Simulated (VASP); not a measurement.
# ZnB (Pm-3m) in VASP: further runs

ZnB is run at these levels: PBE; tasks: single point, relaxation of cell and atoms.

All numbers are computed with VASP 6.6.1; they aren't measurements. Logs are shortened: lines on timing, memory, paths and dates and some standing lists are left out, and cuts for length are marked.

### Step 1. The cell of the first run

Symmetry: Pm-3m, No. 221, cubic system. The conventional cell has a = 2.807 Å, b = 2.807 Å, c = 2.807 Å, α = 90.00°, β = 90.00°, γ = 90.00°. Zn (site symmetry m-3m) has 8 B at 2.43 Å and 6 Zn at 2.81 Å within 3.2 Å. B (site symmetry m-3m) has 8 Zn at 2.43 Å and 6 B at 2.81 Å within 3.2 Å.

### Step 2. Single point, PBE

Contents of INCAR:

```
ALGO = Normal ; EDIFF = 1E-6
ENCUT = 520 ; GGA = PE
ISIF = 2 ; ISMEAR = 0
LASPH = T ; LCHARG = F
LREAL = F ; LWAVE = F
NBANDS = 14 ; NELM = 100
PREC = Accurate ; SIGMA = 0.1
```

Contents of KPOINTS:

```
k-points
0
Gamma
  20 20 20
```

Contents of POSCAR:

```
ZnB
1.0
    2.8073719861      0.0000000000      0.0000000000
    0.0000000000      2.8073719861      0.0000000000
    0.0000000000      0.0000000000      2.8073719861
Zn B
1 1
Direct
    0.0000000000      0.0000000000      0.0000000000
    0.5000000000      0.5000000000      0.5000000000
```

Potentials or basis: VASP PAW PBE potentials, release 64 (Zn, B).

Started as:

```sh
> cat potpaw_PBE.64/Zn/POTCAR potpaw_PBE.64/B/POTCAR > POTCAR
> mpirun -np 1 vasp_std > vasp.out
```

OUTCAR:

```text
EDIFF = 1E-6
   ENCUT = 520
   GGA = PE
   ISIF = 2
   ISMEAR = 0
   LASPH = T
   LREAL = F
   NELM = 100
   PREC = Accurate

 ion  position               nearest neighbor table
   1  0.000  0.000  0.000-   2 2.43   2 2.43   2 2.43   2 2.43   2 2.43   2 2.43   2 2.43   2 2.43

   2  0.500  0.500  0.500-   1 2.43   1 2.43   1 2.43   1 2.43   1 2.43   1 2.43   1 2.43   1 2.43

  LATTYP: Found a simple cubic cell.
 ALAT       =     2.8073719861

  Lattice vectors:

 A1 = (   2.8073719861,   0.0000000000,   0.0000000000)
 A2 = (   0.0000000000,   2.8073719861,   0.0000000000)
 A3 = (   0.0000000000,   0.0000000000,   2.8073719861)

Analysis of symmetry for initial positions (statically):
=====================================================================
 Subroutine PRICEL returns:
 Original cell was already a primitive cell.

 Routine SETGRP: Setting up the symmetry group for a
 simple cubic supercell.

 Subroutine GETGRP returns: Found 48 space group operations
 (whereof 48 operations were pure point group operations)
 out of a pool of 48 trial point group operations.

The static configuration has the point symmetry O_h .

Analysis of symmetry for dynamics (positions and initial velocities):
=====================================================================
 Subroutine PRICEL returns:
 Original cell was already a primitive cell.

 Routine SETGRP: Setting up the symmetry group for a
 simple cubic supercell.

 Subroutine GETGRP returns: Found 48 space group operations
 (whereof 48 operations were pure point group operations)
 out of a pool of 48 trial point group operations.

The dynamic configuration has the point symmetry O_h .

 Subroutine INISYM returns: Found 48 space group operations
 (whereof 48 operations are pure point group operations),
 and found     1 'primitive' translations

----------------------------------------------------------------------------------------

                                     Primitive cell

  volume of cell :      22.1258

  direct lattice vectors                    reciprocal lattice vectors
     2.807371986  0.000000000  0.000000000     0.356205022  0.000000000  0.000000000
     0.000000000  2.807371986  0.000000000     0.000000000  0.356205022  0.000000000
     0.000000000  0.000000000  2.807371986     0.000000000  0.000000000  0.356205022

  length of vectors
     2.807371986  2.807371986  2.807371986     0.356205022  0.356205022  0.356205022

  position of ions in fractional coordinates (direct lattice)
     0.000000000  0.000000000  0.000000000
     0.500000000  0.500000000  0.500000000

  ion indices of the primitive-cell ions
[... 88 lines left out ...]
   EMIN   =  10.00;   EMAX   =-10.00  energy-range for DOS
   EFERMI =   0.00;   METHOD = LEGACY
   ISMEAR =     0;   SIGMA  =   0.10  broadening in eV -4-tet -1-fermi 0-gaus
   EFERMI_NEDOS =   21; number of points for ismear=-14 and -15
   IALGO  =     38    algorithm
   IMIX   =      4    mixing-type and parameters
     AMIX     =   0.40;   BMIX     =  1.00
     AMIX_MAG =   1.60;   BMIX_MAG =  1.00
  volume/ion in A,a.u.               =      11.06        74.66
  Fermi-wavevector in a.u.,A,eV,Ry     =   1.438154  2.717716 28.140738  2.068286
  Thomas-Fermi vector in A             =   2.557152
   LORBIT       =      0    0 simple, 1 ext, 2 COOP (PROOUT), +10 PAW based schemes
   GGA     = PE    functional components
   LHFCALC =     F    Hartree Fock is set to
   AEXX    =    0.0000 exact exchange contribution
   IVDW    =     0    specifies the selected vdW correction
   LEPSILON=     F    determine dielectric tensor
   LRPA    =     F    only Hartree local field effects (RPA)
 non-spin polarized calculation
 Gauss-broadening in eV      SIGMA  =   0.10
  energy-cutoff  :      520.00
  volume of cell :       22.13
 maximum number of plane-waves:       624
 NGX is ok and might be reduce to    24
   NGX = 11   NGY = 11   NGZ = 11

 number of electron      15.0000019 magnetization

 Free energy of the ion-electron system (eV)
  ---------------------------------------------------
  ext. energy  EPLUGINS =         0.00000000
  ---------------------------------------------------
  free energy    TOTEN  =        -5.36387342 eV

  energy without entropy =       -5.36088370  energy(sigma->0) =       -5.36237856

 E-fermi :   4.6974     XC(G=0): -11.9204

 val. band max:        4.6773957648   @ k =   0.4500   0.4000   0.4000
 cond. band min:       4.6993670101   @ k =   0.5000   0.5000   0.2000
 fundamental gap:      0.0219712453
 Fermi energy:         4.6974157574

 k-point     1 :       0.0000    0.0000    0.0000
  band No.  band energies     occupation
      1      -8.0892      2.00000
      2      -3.4613      2.00000
      3      -3.4613      2.00000
      4      -2.6278      2.00000
      5      -2.6278      2.00000
      6      -2.6278      2.00000
      7       6.5337      0.00000
      8       6.5337      0.00000
      9       6.5337      0.00000
     10      11.8560      0.00000
     11      14.4398      0.00000
     12      14.4398      0.00000
     13      22.0446      0.00000
     14      22.0446      0.00000
[... 377 lines left out ...]
      1      -7.2144      2.00000
      2      -3.3969      2.00000
      3      -3.3346      2.00000
      4      -2.8005      2.00000
      5      -2.7584      2.00000
      6      -2.6476      2.00000
      7       3.4468      2.00000
      8       6.1258      0.00000
      9       7.3742      0.00000
     10      12.9435      0.00000
     11      15.5189      0.00000
     12      16.8114      0.00000
     13      19.1113      0.00000
     14      19.7964      0.00000

 [... further k-points ...]

------------------------ aborting loop because EDIFF is reached ----------------------------------------

  FORCE on cell =-STRESS in cart. coord.  units (eV):
  Direction    XX          YY          ZZ          XY          YZ          ZX
  --------------------------------------------------------------------------------------
  -------------------------------------------------------------------------------------
  Total        0.0570799      0.0570799      0.0570799      0.0000000     -0.0000000      0.0000000
  in kB        4.1332718      4.1332718      4.1332718      0.0000000     -0.0000000      0.0000000
  external PRESSURE =       4.1332718 kB  Pullay stress =       0.0000000 kB

 VOLUME and BASIS-vectors are now :
 -----------------------------------------------------------------------------
  energy-cutoff  :      520.00
  volume of cell :       22.13
      direct lattice vectors                 reciprocal lattice vectors
     2.807371986  0.000000000  0.000000000     0.356205022  0.000000000  0.000000000
     0.000000000  2.807371986  0.000000000     0.000000000  0.356205022  0.000000000
     0.000000000  0.000000000  2.807371986     0.000000000  0.000000000  0.356205022

 POSITION                                       TOTAL-FORCE (eV/Angst)
 -----------------------------------------------------------------------------------
      0.00000      0.00000      0.00000         0.000000      0.000000      0.000000
      1.40369      1.40369      1.40369         0.000000      0.000000      0.000000
 -----------------------------------------------------------------------------------
    total drift:                                0.000000      0.000000      0.000000

  FREE ENERGIE OF THE ION-ELECTRON SYSTEM (eV)
  ---------------------------------------------------
  free  energy   TOTEN  =        -5.3638734227 eV

  energy  without entropy=       -5.3608836992  energy(sigma->0) =       -5.36237856
```

OSZICAR:

```text
N       E                     dE             d eps       ncg     rms          rms(c)
DAV:   1     0.537004126863E+02    0.53700E+02   -0.73690E+03  8252   0.144E+03
DAV:   2    -0.370431316376E+01   -0.57405E+02   -0.52567E+02  8706   0.236E+02
DAV:   3    -0.586097616895E+01   -0.21567E+01   -0.21358E+01  9646   0.449E+01
DAV:   4    -0.586905166799E+01   -0.80755E-02   -0.80745E-02  8950   0.261E+00
DAV:   5    -0.586906126815E+01   -0.96002E-05   -0.96002E-05  9274   0.974E-02    0.571E+00
DAV:   6    -0.542044301413E+01    0.44862E+00   -0.18994E+00  9848   0.401E+01    0.516E+00
DAV:   7    -0.537361185976E+01    0.46831E-01   -0.23137E-01  9454   0.104E+01    0.243E+00
DAV:   8    -0.536460220751E+01    0.90097E-02   -0.12838E-02  8930   0.143E+00    0.468E-01
DAV:   9    -0.536395045745E+01    0.65175E-03   -0.21511E-03 10980   0.116E+00    0.504E-02
DAV:  10    -0.536387270779E+01    0.77750E-04   -0.34316E-04 11258   0.370E-01    0.156E-02
DAV:  11    -0.536387368854E+01   -0.98075E-06   -0.21713E-05  9144   0.771E-02    0.583E-03
DAV:  12    -0.536387342267E+01    0.26587E-06   -0.19264E-06  7214   0.196E-02
   1 F= -.53638734E+01 E0= -.53623786E+01  d E =-.298972E-02
```

stdout:

```text
POSCAR found type information on POSCAR ZnB
 POSCAR found :  2 types and       2 ions
 scaLAPACK will be used
 LDA part: xc-table for (Slater+PW92), standard interpolation
 POSCAR, INCAR and KPOINTS ok, starting setup
 FFT: planning ... GRIDC
 FFT: planning ... GRID_SOFT
 FFT: planning ... GRID
 WAVECAR not read
 entering main loop
```

It took 34 s on 1 thread of Intel Xeon 6975P-C (Granite Rapids), shared host; peak memory 0.21 GiB.

Results:

| Item | Value |
| --- | --- |
| Free energy | -5.3639 eV |
| Pressure | 0.4 GPa |
| Band gap on the k mesh | zero (an odd number of electrons rules out a gap without spin polarisation) |

### Step 3. Relaxation of cell and atoms, PBE

This run uses another cell than the first one, of 10.91 Å³/atom.

Contents of INCAR:

```
ALGO     = Fast           # electronic algorithm
EDIFF    = 1E-6           # SCF threshold, eV
EDIFFG   = -0.01          # ionic threshold
ENCUT    = 600            # plane-wave cutoff, eV
GGA      = PE             # functional
IBRION   = 2              # ionic algorithm
ISIF     = 3              # what is computed and relaxed
ISMEAR   = 0              # smearing method
LASPH    = T              # aspherical terms in the spheres
LCHARG   = F              # write CHGCAR
LREAL    = F              # projectors in reciprocal space
LWAVE    = F              # write WAVECAR
NELM     = 100            # most SCF steps
NSW      = 100            # ionic steps
PREC     = Accurate       # precision mode
SIGMA    = 0.1            # smearing width, eV
```

KPOINTS is that of step 2.

Contents of POSCAR:

```
ZnB
1.0
    2.7941342500      0.0000000000      0.0000000000
    0.0000000000      2.7941342500      0.0000000000
    0.0000000000      0.0000000000      2.7941342500
Zn B
1 1
Direct
    0.0000000000      0.0000000000      0.0000000000
    0.5000000000      0.5000000000      0.5000000000
```

Potentials or basis: VASP PAW PBE potentials, release 64 (Zn, B).

Started as:

```sh
> cat potpaw_PBE.64/Zn/POTCAR potpaw_PBE.64/B/POTCAR > POTCAR
> mpirun -np 1 vasp_std > vasp.out
```

OUTCAR:

```text
EDIFF = 1E-6
   EDIFFG = -0.01
   ENCUT = 600
   GGA = PE
   IBRION = 2
   ISIF = 3
   ISMEAR = 0
   LASPH = T
   LREAL = F
   NELM = 100
   NSW = 100
   PREC = Accurate

 ion  position               nearest neighbor table
   1  0.000  0.000  0.000-   2 2.42   2 2.42   2 2.42   2 2.42   2 2.42   2 2.42   2 2.42   2 2.42

   2  0.500  0.500  0.500-   1 2.42   1 2.42   1 2.42   1 2.42   1 2.42   1 2.42   1 2.42   1 2.42

  LATTYP: Found a simple cubic cell.
 ALAT       =     2.7941342500

  Lattice vectors:

 A1 = (   2.7941342500,   0.0000000000,   0.0000000000)
 A2 = (   0.0000000000,   2.7941342500,   0.0000000000)
 A3 = (   0.0000000000,   0.0000000000,   2.7941342500)

Analysis of symmetry for initial positions (statically):
=====================================================================
 Subroutine PRICEL returns:
 Original cell was already a primitive cell.

 Routine SETGRP: Setting up the symmetry group for a
 simple cubic supercell.

 Subroutine GETGRP returns: Found 48 space group operations
 (whereof 48 operations were pure point group operations)
 out of a pool of 48 trial point group operations.

The static configuration has the point symmetry O_h .

[... 222 lines left out ...]
      5      -2.6601      2.00000
      6      -2.6601      2.00000
      7       6.4916      0.00000
      8       6.4916      0.00000
      9       6.4916      0.00000
     10      11.7566      0.00000
     11      14.3831      0.00000
[... 309 lines left out ...]
 k-point    24 :       0.2000    0.1000    0.0000
  band No.  band energies     occupation
      1      -7.2152      2.00000
      2      -3.4218      2.00000
      3      -3.3595      2.00000
      4      -2.8310      2.00000
      5      -2.7894      2.00000
      6      -2.6797      2.00000
      7       3.4107      2.00000
      8       6.0815      0.00000
      9       7.3276      0.00000
     10      12.8533      0.00000
     11      15.4556      0.00000

 [... further k-points ...]

------------------------ aborting loop because EDIFF is reached ----------------------------------------

  FORCE on cell =-STRESS in cart. coord.  units (eV):
  Direction    XX          YY          ZZ          XY          YZ          ZX
  --------------------------------------------------------------------------------------
  -------------------------------------------------------------------------------------
  Total        0.0072749      0.0072749      0.0072749      0.0000000      0.0000000     -0.0000000
  in kB        0.5243705      0.5243705      0.5243705      0.0000000      0.0000000     -0.0000000
  external PRESSURE =       0.5243705 kB  Pullay stress =       0.0000000 kB

 VOLUME and BASIS-vectors are now :
 -----------------------------------------------------------------------------
  energy-cutoff  :      600.00
  volume of cell :       22.23
      direct lattice vectors                 reciprocal lattice vectors
     2.811684608 -0.000000000  0.000000000     0.355658667  0.000000000 -0.000000000
    -0.000000000  2.811684608 -0.000000000     0.000000000  0.355658667  0.000000000
     0.000000000 -0.000000000  2.811684608    -0.000000000  0.000000000  0.355658667

 POSITION                                       TOTAL-FORCE (eV/Angst)
 -----------------------------------------------------------------------------------
      0.00000      0.00000      0.00000         0.000000     -0.000000      0.000000
      1.40584      1.40584      1.40584        -0.000000      0.000000      0.000000
 -----------------------------------------------------------------------------------
    total drift:                                0.000000      0.000000      0.000000

  FREE ENERGIE OF THE ION-ELECTRON SYSTEM (eV)
  ---------------------------------------------------
  free  energy   TOTEN  =        -5.3638131443 eV

  energy  without entropy=       -5.3607927889  energy(sigma->0) =       -5.36230297

 reached required accuracy - stopping structural energy minimisation
```

OSZICAR:

```text
N       E                     dE             d eps       ncg     rms          rms(c)
DAV:   1     0.532155840469E+02    0.53216E+02   -0.85210E+03  6340   0.204E+03
DAV:   2    -0.397531366368E+01   -0.57191E+02   -0.54126E+02  6463   0.264E+02
DAV:   3    -0.586542281128E+01   -0.18901E+01   -0.18348E+01  7212   0.497E+01
DAV:   4    -0.588038745975E+01   -0.14965E-01   -0.14913E-01  7021   0.381E+00
[... 14 lines left out ...]
RMM:   4    -0.536388076109E+01    0.25359E-02   -0.25550E-03  6331   0.596E-01    0.848E-02
RMM:   5    -0.536398388847E+01   -0.10313E-03   -0.19108E-03  6292   0.771E-01    0.108E-01
RMM:   6    -0.536381012818E+01    0.17376E-03   -0.60009E-04  6301   0.382E-01    0.551E-03
RMM:   7    -0.536381275649E+01   -0.26283E-05   -0.18124E-05  6245   0.429E-02    0.675E-03
RMM:   8    -0.536381314434E+01   -0.38785E-06   -0.14189E-06  4011   0.133E-02
   2 F= -.53638131E+01 E0= -.53623030E+01  d E =-.233419E-02
```

Wall time 38 s (1 thread of Intel Xeon 6975P-C (Granite Rapids), shared host); peak memory 0.22 GiB.

Results:

```
Free energy                           : -5.3638 eV
Relaxed volume                        : 11.11 Å³/atom
Relaxed cell                          : a = 2.812 Å, b = 2.812 Å, c = 2.812 Å, α = 90.00°, β = 90.00°, γ = 90.00°
Space group after relaxing (to 0.1 Å) : Pm-3m (No. 221)
Energy gained by relaxing             : 1.2 meV/atom
Ionic steps                           : 2
Pressure after relaxing               : 0.1 GPa
Band gap on the k mesh                : zero (an odd number of electrons rules out a gap without spin polarisation)
```

Step by step:
```
step  energy change (eV)  largest force (eV/Å)  pressure (GPa)  volume (Å³)
   1              0.0000                0.0000            1.91        21.81
   2             -0.0023                0.0000            0.05        22.23
```

Final structure:
```xyz
2
Lattice="2.8117 0.0000 0.0000 0.0000 2.8117 0.0000 0.0000 0.0000 2.8117" Properties=species:S:1:pos:R:3 pbc="T T T"
Zn    0.0000    0.0000    0.0000
B     1.4058    1.4058    1.4058
```

(Continued in part 2 of 2.)
